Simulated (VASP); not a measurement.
# PtSe2 in VASP: notebook, part 2 of 2

VASP 6.6.1. Earlier steps stand in the parts before.

## (3) Single point, PBE+D3(BJ) (layers slid over each other)

INCAR reads:

```
PREC = Accurate
ENCUT = 520
EDIFF = 1E-6
ISMEAR = 0
SIGMA = 0.05
LREAL = F
LASPH = T
NELM = 80
ALGO = Normal
ISIF = 2
LWAVE = F
LCHARG = F
LDIPOL = T
IDIPOL = 3
DIPOL = 0.5 0.5 0.394
GGA = PE
IVDW = 12
NBANDS = 31
```

KPOINTS reads:

```
Automatic mesh
0
Gamma
  9 9 1
```

POSCAR reads:

```
PtSe2
1.0
    3.7070357954      0.0000000000      0.0000000000
   -1.8535178977      3.2103871715      0.0000000000
    0.0000000000      0.0000000000     22.7981616618
Se Pt
4 2
Direct
    0.6666666667      0.3333333333      0.1973843359
    0.3333333333      0.6666666667      0.3135814605
    0.3333333333      0.8333333333      0.4741207204
    0.0000000000      1.1666666667      0.5903178450
    0.0000000000      0.0000000000      0.2554828982
   -0.3333333333      0.5000000000      0.5322192827
```

Potentials or basis: VASP PAW PBE potentials, release 64 (Se, Pt).

Started as:

```bash
> cat potpaw_PBE.64/Se/POTCAR potpaw_PBE.64/Pt/POTCAR > POTCAR
> mpirun -np 1 vasp_std > vasp.out
```

OUTCAR:

```text
PREC = Accurate
   ENCUT = 520
   EDIFF = 1E-6
   ISMEAR = 0
   LREAL = F
   LASPH = T
   NELM = 80
   ISIF = 2
   GGA = PE
   IVDW = 12
 IVDW          = 12

 ion  position               nearest neighbor table
   1  0.667  0.333  0.197-   5 2.52   5 2.52   5 2.52
   2  0.333  0.667  0.314-   5 2.52   5 2.52   5 2.52
   3  0.333  0.833  0.474-   6 2.52   6 2.52   6 2.52
   4  0.000  0.167  0.590-   6 2.52   6 2.52   6 2.52
   5  0.000  0.000  0.255-   1 2.52   2 2.52   2 2.52   1 2.52   1 2.52   2 2.52
   6  0.667  0.500  0.532-   3 2.52   4 2.52   3 2.52   4 2.52   3 2.52   4 2.52

  LATTYP: Found a hexagonal cell.
 ALAT       =     3.7070357954
 C/A-ratio  =     6.1499707368

  Lattice vectors:

 A1 = (   3.7070357954,   0.0000000000,   0.0000000000)
 A2 = (  -1.8535178977,   3.2103871715,   0.0000000000)
 A3 = (   0.0000000000,   0.0000000000,  22.7981616618)

Analysis of symmetry for initial positions (statically):
=====================================================================
 Subroutine PRICEL returns:
 Original cell was already a primitive cell.

 Routine SETGRP: Setting up the symmetry group for a
 hexagonal supercell.

 Subroutine GETGRP returns: Found  2 space group operations
 (whereof  1 operations were pure point group operations)
 out of a pool of 24 trial point group operations.

The static configuration has the point symmetry C_1 .
 The point group associated with its full space group is S_2 .

Analysis of symmetry for dynamics (positions and initial velocities):
=====================================================================
 Subroutine PRICEL returns:
 Original cell was already a primitive cell.

 Routine SETGRP: Setting up the symmetry group for a
 hexagonal supercell.

 Subroutine GETGRP returns: Found  2 space group operations
 (whereof  1 operations were pure point group operations)
 out of a pool of 24 trial point group operations.

The dynamic configuration has the point symmetry C_1 .
 The point group associated with its full space group is S_2 .

 Subroutine INISYM returns: Found  2 space group operations
[... 135 lines left out ...]
   LRPA    =     F    only Hartree local field effects (RPA)
 non-spin polarized calculation
 Gauss-broadening in eV      SIGMA  =   0.05
  energy-cutoff  :      520.00
  volume of cell :      271.32
 maximum number of plane-waves:      7334
   NGX = 13   NGY = 13   NGZ = 85

 dipolmoment           0.000000      0.000000      0.000031 electrons x Angstroem

 number of electron      44.0000001 magnetization

 dipolmoment           0.000000      0.000000     -0.000007 electrons x Angstroem

 Free energy of the ion-electron system (eV)
  ---------------------------------------------------
  ext. energy  EPLUGINS =         0.00000000
  ---------------------------------------------------
  free energy    TOTEN  =       -28.55617663 eV

  energy without entropy =      -28.55617663  energy(sigma->0) =      -28.55617663

 E-fermi :  -0.1573     XC(G=0):  -5.5277

 val. band max:       -0.4181385157   @ k =  -0.2222   0.1111   0.0000
 cond. band min:       0.5359111927   @ k =   0.2222   0.0000   0.0000
 fundamental gap:      0.9540497084
 Fermi energy:        -0.1573039483

 k-point     1 :       0.0000    0.0000    0.0000
  band No.  band energies     occupation
      1     -14.7499      2.00000
      2     -14.7069      2.00000
      3     -13.0100      2.00000
      4     -12.9210      2.00000
      5      -5.9831      2.00000
      6      -5.7727      2.00000
[... 805 lines left out ...]
     30       6.3643      0.00000
     31       6.7200      0.00000

 [... further k-points ...]

------------------------ aborting loop because EDIFF is reached ----------------------------------------

 vacuum level on the upper side and lower side of the slab       (xc-potential included)        -0.181        -0.181

 Edisp (eV)   -2.03559

 E8    (eV) :    -0.9023

  FORCE on cell =-STRESS in cart. coord.  units (eV):
  Direction    XX          YY          ZZ          XY          YZ          ZX
  --------------------------------------------------------------------------------------
  -------------------------------------------------------------------------------------
  Total      -0.14510    -0.08637    -0.42487     0.00357     0.10622    -0.06373
  in kB      -0.85681    -0.51003    -2.50889     0.02111     0.62723    -0.37630
  external pressure =       -1.29 kB  Pullay stress =        0.00 kB

 VOLUME and BASIS-vectors are now :
 -----------------------------------------------------------------------------
  energy-cutoff  :      520.00
  volume of cell :      271.32
      direct lattice vectors                 reciprocal lattice vectors
     3.707035795  0.000000000  0.000000000     0.269757309  0.155744455  0.000000000
    -1.853517898  3.210387171  0.000000000     0.000000000  0.311488910  0.000000000
     0.000000000  0.000000000 22.798161662     0.000000000  0.000000000  0.043863186

 POSITION                                       TOTAL-FORCE (eV/Angst)
 -----------------------------------------------------------------------------------
      1.85352      1.07013      4.50000         0.006876     -0.013289     -0.000172
     -0.00000      2.14026      7.14908         0.010232     -0.021687      0.031038
     -0.30892      2.67532     10.80908        -0.010232      0.021687     -0.031038
     -0.30892      0.53506     13.45816        -0.006876      0.013289      0.000172
      0.00000      0.00000      5.82454        -0.005595      0.014764      0.041816
      1.54460      1.60519     12.13362         0.005595     -0.014764     -0.041816
 -----------------------------------------------------------------------------------
    total drift:                                0.000008     -0.000001     -0.000208

  FREE ENERGIE OF THE ION-ELECTRON SYSTEM (eV)
  ---------------------------------------------------
  free  energy   TOTEN  =       -30.5917673941 eV

  energy  without entropy=      -30.5917673941  energy(sigma->0) =      -30.59176739

 vacuum level on the upper side and lower side of the slab         4.857         4.857
```

OSZICAR:

```text
N       E                     dE             d eps       ncg     rms          rms(c)
DAV:   1     0.297486917129E+03    0.29749E+03   -0.17235E+04  2542   0.115E+03
DAV:   2    -0.298417888023E+01   -0.30047E+03   -0.28466E+03  3348   0.213E+02
DAV:   3    -0.296239753041E+02   -0.26640E+02   -0.26069E+02  3070   0.679E+01
[... 14 lines left out ...]
DAV:  18    -0.285561583078E+02   -0.10058E-04   -0.82921E-07  2313   0.300E-03    0.874E-04
DAV:  19    -0.285561698773E+02   -0.11569E-04   -0.45110E-07  2240   0.255E-03    0.203E-03
DAV:  20    -0.285561727241E+02   -0.28468E-05   -0.61488E-08  2097   0.118E-03    0.363E-04
DAV:  21    -0.285561761718E+02   -0.34477E-05   -0.96036E-08  2004   0.119E-03    0.705E-04
DAV:  22    -0.285561766324E+02   -0.46066E-06   -0.21781E-08  2090   0.596E-04
   1 F= -.30591767E+02 E0= -.30591767E+02  d E =-.112488E-14
```

stdout:

```text
POSCAR found type information on POSCAR SePt
 POSCAR found :  2 types and       6 ions
 scaLAPACK will be used
 LDA part: xc-table for (Slater+PW92), standard interpolation
 POSCAR, INCAR and KPOINTS ok, starting setup
 FFT: planning ... GRIDC
 FFT: planning ... GRID_SOFT
 FFT: planning ... GRID
 WAVECAR not read
 entering main loop
```

Run time: 5 min. Hardware: 1 thread of Intel Xeon 6975P-C (Granite Rapids), shared host; peak memory 0.55 GiB.

What came out:

```
Free energy                : -30.5918 eV
Largest force              : 0.045 eV/Å
Band gap on the k mesh     : 0.95 eV (least direct gap 1.13 eV)
Dispersion energy per atom : -0.339 eV
```

Forces in eV/Å, atoms in the order of the input:
```
Se   0.007 -0.013  0.000
Se   0.010 -0.022  0.031
Se  -0.010  0.022 -0.031
Se  -0.007  0.013  0.000
Pt  -0.006  0.015  0.042
Pt   0.006 -0.015 -0.042
```

Levels at points of the mesh, in eV from the valence-band top:
```tsv
k point	band 19	band 20	band 21	band 22	band 23	band 24	band 25	band 26
(0.00, 0.00, 0.00)	-0.29	-0.27	-0.25	-0.24	2.66	2.67	2.72	2.73
```

Caveat: the cell differs from its parent crystal (layers slid over each other); spin-orbit coupling is left out, which moves the levels of the heavy elements.

## (4) Single point, PBE+D3(BJ) (layers slid over each other)

INCAR reads:

```
ALGO = Normal
DIPOL = 0.5 0.5 0.394
EDIFF = 1E-6
ENCUT = 520
GGA = PE
IDIPOL = 3
ISIF = 2
ISMEAR = 0
IVDW = 12
LASPH = T
LCHARG = F
LDIPOL = T
LREAL = F
LWAVE = F
NBANDS = 31
NELM = 60
PREC = Accurate
SIGMA = 0.05
```

KPOINTS reads:

```
k-points
0
Gamma
  9 9 1
```

POSCAR reads:

```
PtSe2
1.0
    3.7070357954      0.0000000000      0.0000000000
   -1.8535178977      3.2103871715      0.0000000000
    0.0000000000      0.0000000000     22.7981616618
Se Pt
4 2
Direct
    0.6666666667      0.3333333333      0.1973843359
    0.3333333333      0.6666666667      0.3135814605
    0.5000000000      1.3333333333      0.4741207204
    0.1666666667      1.6666666667      0.5903178450
    0.0000000000      0.0000000000      0.2554828982
   -0.1666666667      1.0000000000      0.5322192827
```

Potentials or basis: VASP PAW PBE potentials, release 64 (Se, Pt).

Started as:

```bash
> cat potpaw_PBE.64/Se/POTCAR potpaw_PBE.64/Pt/POTCAR > POTCAR
> mpirun -np 1 vasp_std > vasp.out
```

OUTCAR:

```text
EDIFF = 1E-6
   ENCUT = 520
   GGA = PE
   ISIF = 2
   ISMEAR = 0
   IVDW = 12
   LASPH = T
   LREAL = F
   NELM = 60
   PREC = Accurate
 IVDW          = 12

 ion  position               nearest neighbor table
   1  0.667  0.333  0.197-   5 2.52   5 2.52   5 2.52
   2  0.333  0.667  0.314-   5 2.52   5 2.52   5 2.52
   3  0.500  0.333  0.474-   6 2.52   6 2.52   6 2.52
   4  0.167  0.667  0.590-   6 2.52   6 2.52   6 2.52
   5  0.000  0.000  0.255-   1 2.52   2 2.52   2 2.52   1 2.52   1 2.52   2 2.52
   6  0.833  0.000  0.532-   3 2.52   4 2.52   3 2.52   4 2.52   3 2.52   4 2.52

  LATTYP: Found a hexagonal cell.
 ALAT       =     3.7070357954
 C/A-ratio  =     6.1499707368

  Lattice vectors:

 A1 = (   3.7070357954,   0.0000000000,   0.0000000000)
 A2 = (  -1.8535178977,   3.2103871715,   0.0000000000)
 A3 = (   0.0000000000,   0.0000000000,  22.7981616618)

Analysis of symmetry for initial positions (statically):
=====================================================================
 Subroutine PRICEL returns:
 Original cell was already a primitive cell.

 Routine SETGRP: Setting up the symmetry group for a
 hexagonal supercell.

 Subroutine GETGRP returns: Found  2 space group operations
 (whereof  1 operations were pure point group operations)
 out of a pool of 24 trial point group operations.

The static configuration has the point symmetry C_1 .
 The point group associated with its full space group is S_2 .

Analysis of symmetry for dynamics (positions and initial velocities):
=====================================================================
 Subroutine PRICEL returns:
 Original cell was already a primitive cell.

 Routine SETGRP: Setting up the symmetry group for a
 hexagonal supercell.

 Subroutine GETGRP returns: Found  2 space group operations
 (whereof  1 operations were pure point group operations)
 out of a pool of 24 trial point group operations.

The dynamic configuration has the point symmetry C_1 .
 The point group associated with its full space group is S_2 .

 Subroutine INISYM returns: Found  2 space group operations
 (whereof  1 operations are pure point group operations),
[... 136 lines left out ...]
 Gauss-broadening in eV      SIGMA  =   0.05
  energy-cutoff  :      520.00
  volume of cell :      271.32
 maximum number of plane-waves:      7334
   NGX = 13   NGY = 13   NGZ = 85

 dipolmoment           0.000000      0.000000      0.000052 electrons x Angstroem

 number of electron      44.0000001 magnetization

 dipolmoment           0.000000      0.000000     -0.000006 electrons x Angstroem

 Free energy of the ion-electron system (eV)
  ---------------------------------------------------
  ext. energy  EPLUGINS =         0.00000000
  ---------------------------------------------------
  free energy    TOTEN  =       -28.57611606 eV

  energy without entropy =      -28.57611606  energy(sigma->0) =      -28.57611606

 E-fermi :  -0.2481     XC(G=0):  -5.5328

 val. band max:       -0.4968083256   @ k =   0.1111   0.1111   0.0000
 cond. band min:       0.5399873849   @ k =   0.2222   0.0000   0.0000
 fundamental gap:      1.0367957104
 Fermi energy:        -0.2480770683

 k-point     1 :       0.0000    0.0000    0.0000
  band No.  band energies     occupation
      1     -14.7486      2.00000
      2     -14.7126      2.00000
      3     -13.0041      2.00000
      4     -12.9295      2.00000
      5      -5.9640      2.00000
      6      -5.7775      2.00000
[... 805 lines left out ...]
     30       6.3934      0.00000
     31       6.7836      0.00000

 [... further k-points ...]

------------------------ aborting loop because EDIFF is reached ----------------------------------------

 vacuum level on the upper side and lower side of the slab       (xc-potential included)        -0.173        -0.174

 Edisp (eV)   -2.03774

 E8    (eV) :    -0.9038

  FORCE on cell =-STRESS in cart. coord.  units (eV):
  Direction    XX          YY          ZZ          XY          YZ          ZX
  --------------------------------------------------------------------------------------
  -------------------------------------------------------------------------------------
  Total      -0.15413    -0.16434    -0.74985    -0.03547    -0.03275     0.04563
  in kB      -0.91016    -0.97043    -4.42795    -0.20948    -0.19338     0.26943
  external pressure =       -2.10 kB  Pullay stress =        0.00 kB

 VOLUME and BASIS-vectors are now :
 -----------------------------------------------------------------------------
  energy-cutoff  :      520.00
  volume of cell :      271.32
      direct lattice vectors                 reciprocal lattice vectors
     3.707035795  0.000000000  0.000000000     0.269757309  0.155744455  0.000000000
    -1.853517898  3.210387171  0.000000000     0.000000000  0.311488910  0.000000000
     0.000000000  0.000000000 22.798161662     0.000000000  0.000000000  0.043863186

 POSITION                                       TOTAL-FORCE (eV/Angst)
 -----------------------------------------------------------------------------------
      1.85352      1.07013      4.50000        -0.007682      0.003792     -0.002575
     -0.00000      2.14026      7.14908        -0.013008      0.005227      0.074953
      1.23568      1.07013     10.80908         0.013008     -0.005227     -0.074953
     -0.61784      2.14026     13.45816         0.007682     -0.003792      0.002575
      0.00000      0.00000      5.82454         0.011593     -0.003181      0.071176
      3.08920      0.00000     12.13362        -0.011593      0.003181     -0.071176
 -----------------------------------------------------------------------------------
    total drift:                               -0.000008     -0.000000     -0.000187

  FREE ENERGIE OF THE ION-ELECTRON SYSTEM (eV)
  ---------------------------------------------------
  free  energy   TOTEN  =       -30.6138607914 eV

  energy  without entropy=      -30.6138607914  energy(sigma->0) =      -30.61386079

 vacuum level on the upper side and lower side of the slab         4.858         4.858
```

It took 4.3 min on 1 thread of Intel Xeon 6975P-C (Granite Rapids), shared host; peak memory 0.56 GiB.

What came out:

```
Free energy                : -30.6139 eV
Largest force              : 0.076 eV/Å
Band gap on the k mesh     : 1.04 eV (least direct gap 1.20 eV)
Dispersion energy per atom : -0.340 eV
```

Forces in eV/Å, atoms in the order of the input:
```
Se  -0.008  0.004 -0.003
Se  -0.013  0.005  0.075
Se   0.013 -0.005 -0.075
Se   0.008 -0.004  0.003
Pt   0.012 -0.003  0.071
Pt  -0.012  0.003 -0.071
```

Levels at points of the mesh, in eV from the valence-band top:
```
           k point  band 19  band 20  band 21  band 22  band 23  band 24  band 25  band 26
(0.00, 0.00, 0.00)    -0.21    -0.19    -0.18    -0.17     2.73     2.77     2.77     2.81
```

Caveat: the cell differs from its parent crystal (layers slid over each other); spin-orbit coupling is left out, which moves the levels of the heavy elements.

## (5) Overview

| cell | gap on the mesh (eV) | largest force (eV/Å) |
| --- | --- | --- |
| as given, atomic positions A | 1.01 | 0.07 |
| as given, atomic positions B | 0.95 | 0.04 |
| as given, atomic positions C | 1.04 | 0.08 |

Alike in all rows: task single point; level PBE+D3(BJ); potentials or basis VASP PAW PBE potentials, release 64 (Se, Pt); no spin polarisation; k mesh 9 × 9 × 1; cutoff (eV) 520; smearing gaussian 0.05 eV.

Caveats: spin-orbit coupling is left out, which moves the levels of the heavy elements.

Absolute energies hang on the potentials; compare differences alone.
